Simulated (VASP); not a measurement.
# Sb in VASP: a series of runs, part 2 of 2

VASP 6.6.1. Earlier steps stand in the parts before.

### 3 Single point, PBE

The input, INCAR:

```
SYSTEM = Sb
  PREC = Accurate
  ENCUT = 520
  EDIFF = 1E-6
  ISMEAR = -1
  SIGMA = 0.05
  LREAL = .False.
  LASPH = .True.
  NELM = 80
  ALGO = Normal
  ISIF = 2
  LWAVE = .False.
  LCHARG = .True.
  LDIPOL = .True.
  IDIPOL = 3
  DIPOL = 0.5 0.5 0.500
  GGA = PE
  LELF = .True.
  LVHAR = .True.
  LVACPOTAV = .True.
  NBANDS = 30
```

The input, KPOINTS:

```
Automatic mesh
0
Gamma
  8 5 1
  0 0 0
```

The input, POSCAR:

```
Sb
1.0
    3.3690001795      0.0000000000      0.0000000000
    0.0000000000      5.3300000000      0.0000000000
    0.0000000000      0.0000000000     24.7254658028
Sb
8
Direct
    0.0000000000      0.7500000000      0.3033309892
    0.5000000001      0.2500000000      0.3426647914
    0.5000000000      0.7500000000      0.4213323957
    0.0000000001      0.2500000000      0.4606661978
    0.0000000000      0.7500000000      0.5393338022
    0.5000000001      0.2500000000      0.5786676043
    0.5000000000      0.7500000000      0.6573352086
    0.0000000001      0.2500000000      0.6966690108
```

Potentials or basis: VASP PAW PBE potentials, release 64 (Sb).

Command:

```
$ cat potpaw_PBE.64/Sb/POTCAR > POTCAR
$ mpirun -np 1 vasp_std > vasp.out
```

OUTCAR:

```text
SYSTEM = Sb
   PREC = Accurate
   ENCUT = 520
   EDIFF = 1E-6
   ISMEAR = -1
   LREAL = .False.
   LASPH = .True.
   NELM = 80
   ISIF = 2
   GGA = PE

 ion  position               nearest neighbor table
   1  0.000  0.750  0.303-   2 3.30   2 3.30   2 3.30   2 3.30   3 3.37   3 3.37
   2  0.500  0.250  0.343-   3 3.30   3 3.30   1 3.30   1 3.30   1 3.30   1 3.30   4 3.37   4 3.37

   3  0.500  0.750  0.421-   4 3.30   4 3.30   2 3.30   2 3.30   4 3.30   4 3.30   1 3.37   5 3.37
                             1 3.37   5 3.37
   4  0.000  0.250  0.461-   3 3.30   3 3.30   3 3.30   3 3.30   5 3.30   5 3.30   2 3.37   2 3.37
                             6 3.37   6 3.37
   5  0.000  0.750  0.539-   6 3.30   6 3.30   6 3.30   6 3.30   4 3.30   4 3.30   7 3.37   7 3.37
                             3 3.37   3 3.37
   6  0.500  0.250  0.579-   5 3.30   5 3.30   7 3.30   7 3.30   5 3.30   5 3.30   4 3.37   4 3.37
                             8 3.37   8 3.37
   7  0.500  0.750  0.657-   6 3.30   6 3.30   8 3.30   8 3.30   8 3.30   8 3.30   5 3.37   5 3.37

   8  0.000  0.250  0.697-   7 3.30   7 3.30   7 3.30   7 3.30   6 3.37   6 3.37

  LATTYP: Found a simple orthorhombic cell.
 ALAT       =     3.3690001795
 B/A-ratio  =     1.5820717471
 C/A-ratio  =     7.3391108594

  Lattice vectors:

 A1 = (   3.3690001795,   0.0000000000,   0.0000000000)
 A2 = (   0.0000000000,   5.3300000000,   0.0000000000)
 A3 = (   0.0000000000,   0.0000000000,  24.7254658028)

Analysis of symmetry for initial positions (statically):
=====================================================================
 Subroutine PRICEL returns:
 Original cell was already a primitive cell.

 Routine SETGRP: Setting up the symmetry group for a
 simple orthorhombic supercell.

 Subroutine GETGRP returns: Found  8 space group operations
 (whereof  4 operations were pure point group operations)
 out of a pool of  8 trial point group operations.

The static configuration has the point symmetry C_2h.
 The point group associated with its full space group is D_2h.

Analysis of symmetry for dynamics (positions and initial velocities):
=====================================================================
 Subroutine PRICEL returns:
 Original cell was already a primitive cell.

 Routine SETGRP: Setting up the symmetry group for a
 simple orthorhombic supercell.

 Subroutine GETGRP returns: Found  8 space group operations
 (whereof  4 operations were pure point group operations)
 out of a pool of  8 trial point group operations.

The dynamic configuration has the point symmetry C_2h.
 The point group associated with its full space group is D_2h.

 Subroutine INISYM returns: Found  8 space group operations
 (whereof  4 operations are pure point group operations),
 and found     1 'primitive' translations

----------------------------------------------------------------------------------------

                                     Primitive cell

  volume of cell :     443.9895

  direct lattice vectors                    reciprocal lattice vectors
     3.369000179  0.000000000  0.000000000     0.296823968  0.000000000  0.000000000
     0.000000000  5.330000000  0.000000000     0.000000000  0.187617261  0.000000000
     0.000000000  0.000000000 24.725465803     0.000000000  0.000000000  0.040444132

[... 66 lines left out ...]
  0.500000  0.400000  0.000000      2.000000
   k-points           NKPTS =     15   k-points in BZ     NKDIM =     15   number of bands    NBANDS=     30
   number of dos      NEDOS =    301   number of ions     NIONS =      8
   total plane-waves  NPLWV = 215040
   dimension x,y,z NGX =    28 NGY =   40 NGZ =  192
   dimension x,y,z NGXF=    56 NGYF=   80 NGZF=  384
   ions per type =               8
   NGX,Y,Z   is equivalent  to a cutoff of  13.82, 12.48, 12.91 a.u.
   NGXF,Y,Z  is equivalent  to a cutoff of  27.63, 24.95, 25.82 a.u.
 SYSTEM =  Sb
   PREC   = accura    normal or accurate (medium, high low for compatibility)
   ISTART =      0    job   : 0-new  1-cont  2-samecut
   ICHARG =      2    charge: 1-file 2-atom 10-const
   ISPIN  =      1    spin polarized calculation?
   LNONCOLLINEAR =      F non collinear calculations
   LSORBIT =      F    spin-orbit coupling
   LASPH  =      T    aspherical Exc in radial PAW
   ENCUT  =  520.0 eV  38.22 Ry    6.18 a.u.   6.26  9.91 45.97*2*pi/ulx,y,z
   NELM   =     80;   NELMIN=  2; NELMDL= -5     # of ELM steps
   EDIFF  = 0.1E-05   stopping-criterion for ELM
   LREAL  =      F    real-space projection
   EDIFFG = 0.1E-04   stopping-criterion for IOM
   NSW    =      0    number of steps for IOM
   IBRION =     -1    ionic relax: 0-MD 1-quasi-New 2-CG
   NFREE  =      0    steps in history (QN), initial steepest desc. (CG)
   ISIF   =      2    stress and relaxation
   ISYM   =      2    0-nonsym 1-usesym 2-fastsym
   POTIM  = 0.5000    time-step for ionic-motion
   TEBEG  =    0.0;   TEEND  =   0.0 temperature during run
   PSTRESS=    0.0 pullay stress
   NELECT =      40.0000    total number of electrons
   NUPDOWN=      -1.0000    fix difference up-down
   EMIN   =  10.00;   EMAX   =-10.00  energy-range for DOS
   EFERMI =   0.00;   METHOD = LEGACY
   ISMEAR =    -1;   SIGMA  =   0.05  broadening in eV -4-tet -1-fermi 0-gaus
   EFERMI_NEDOS =   21; number of points for ismear=-14 and -15
   IALGO  =     38    algorithm
   IMIX   =      4    mixing-type and parameters
     AMIX     =   0.40;   BMIX     =  1.00
     AMIX_MAG =   1.60;   BMIX_MAG =  1.00
  volume/ion in A,a.u.               =      55.50       374.52
  Fermi-wavevector in a.u.,A,eV,Ry     =   0.733901  1.386871  7.328236  0.538610
  Thomas-Fermi vector in A             =   1.826722
   LORBIT       =      0    0 simple, 1 ext, 2 COOP (PROOUT), +10 PAW based schemes
   GGA     = PE    functional components
   LHFCALC =     F    Hartree Fock is set to
   AEXX    =    0.0000 exact exchange contribution
   IVDW    =     0    specifies the selected vdW correction
   LEPSILON=     F    determine dielectric tensor
   LRPA    =     F    only Hartree local field effects (RPA)
 non-spin polarized calculation
  energy-cutoff  :      520.00
  volume of cell :      443.99
 maximum number of plane-waves:     11996
 NGX is ok and might be reduce to    28
   NGX = 13   NGY = 19   NGZ = 91

 number of electron      40.0000000 magnetization

 dipolmoment           0.000000      0.000000      0.000000 electrons x Angstroem

 Free energy of the ion-electron system (eV)
  ---------------------------------------------------
  ext. energy  EPLUGINS =         0.00000000
  ---------------------------------------------------
  free energy    TOTEN  =       -30.22295376 eV

  energy without entropy =      -30.16763964  energy(sigma->0) =      -30.19529670

 E-fermi :   1.9580     XC(G=0):  -5.5604

 val. band max:        1.9192383510   @ k =   0.2500   0.2000   0.0000
 cond. band min:       1.9830323942   @ k =   0.0000   0.2000   0.0000
 fundamental gap:      0.0637940432
 Fermi energy:         1.9580040868

 k-point     1 :       0.0000    0.0000    0.0000
  band No.  band energies     occupation
      1     -10.9823      2.00000
      2     -10.2631      2.00000
      3      -9.2249      2.00000
      4      -8.1196      2.00000
      5      -6.7921      2.00000
      6      -6.2441      2.00000
[... 484 lines left out ...]
     29       4.3306      0.00000
     30       4.6503      0.00000

------------------------ aborting loop because EDIFF is reached ----------------------------------------

  FORCE on cell =-STRESS in cart. coord.  units (eV):
  Direction    XX          YY          ZZ          XY          YZ          ZX
  --------------------------------------------------------------------------------------
  -------------------------------------------------------------------------------------
  Total        0.0731511      0.1818919      1.1569610      0.0000000      0.0000000      0.0000000
  in kB        0.2639725      0.6563737      4.1750011      0.0000000      0.0000000      0.0000000
  external PRESSURE =       1.6984491 kB  Pullay stress =       0.0000000 kB

 VOLUME and BASIS-vectors are now :
 -----------------------------------------------------------------------------
  energy-cutoff  :      520.00
  volume of cell :      443.99
      direct lattice vectors                 reciprocal lattice vectors
     3.369000179  0.000000000  0.000000000     0.296823968  0.000000000  0.000000000
     0.000000000  5.330000000  0.000000000     0.000000000  0.187617261  0.000000000
     0.000000000  0.000000000 24.725465803     0.000000000  0.000000000  0.040444132

 POSITION                                       TOTAL-FORCE (eV/Angst)
 -----------------------------------------------------------------------------------
      0.00000      3.99750      7.50000        -0.000000      0.000000      0.393121
      1.68450      1.33250      8.47255         0.000000      0.000000     -0.272892
      1.68450      3.99750     10.41764        -0.000000      0.000000     -0.625887
      0.00000      1.33250     11.39019         0.000000      0.000000     -0.227621
      0.00000      3.99750     13.33528         0.000000      0.000000      0.227621
      1.68450      1.33250     14.30783         0.000000      0.000000      0.625887
      1.68450      3.99750     16.25292        -0.000000      0.000000      0.272892
      0.00000      1.33250     17.22547         0.000000      0.000000     -0.393121
 -----------------------------------------------------------------------------------
    total drift:                               -0.000000     -0.000000      0.000000

  FREE ENERGIE OF THE ION-ELECTRON SYSTEM (eV)
  ---------------------------------------------------
  free  energy   TOTEN  =       -30.2229537633 eV

  energy  without entropy=      -30.1676396401  energy(sigma->0) =      -30.19529670

 vacuum level on the upper side and lower side of the slab         6.207         6.207
```

Run time: 11 min. Hardware: 1 thread of AMD EPYC, shared host; peak memory 0.52 GiB.

What came out:

* Free energy: -30.2230 eV
* Largest force: 0.626 eV/Å
* Band gap on the k mesh: zero (band 20 reaches 3.24 eV, above the bottom of band 21 at 0.94 eV)

Forces in eV/Å, atoms in the order of the input:
```
Sb   0.000  0.000  0.393
Sb   0.000  0.000 -0.273
Sb   0.000  0.000 -0.626
Sb   0.000  0.000 -0.228
Sb   0.000  0.000  0.228
Sb   0.000  0.000  0.626
Sb   0.000  0.000  0.273
Sb   0.000  0.000 -0.393
```

Levels at points of the mesh, in eV from the Fermi level:
```
           k point  band 16  band 17  band 18  band 19  band 20  band 21  band 22  band 23  band 24  band 25
(0.00, 0.00, 0.00)    -1.62     0.34     0.35     0.61     0.70     1.07     2.04     2.26     2.33     2.95
(0.50, 0.00, 0.00)    -2.63    -2.61    -2.43    -2.42    -0.84    -0.79    -0.68    -0.63    -0.47    -0.13
```

Caveat: spin-orbit coupling is left out, which moves the levels of the heavy elements.
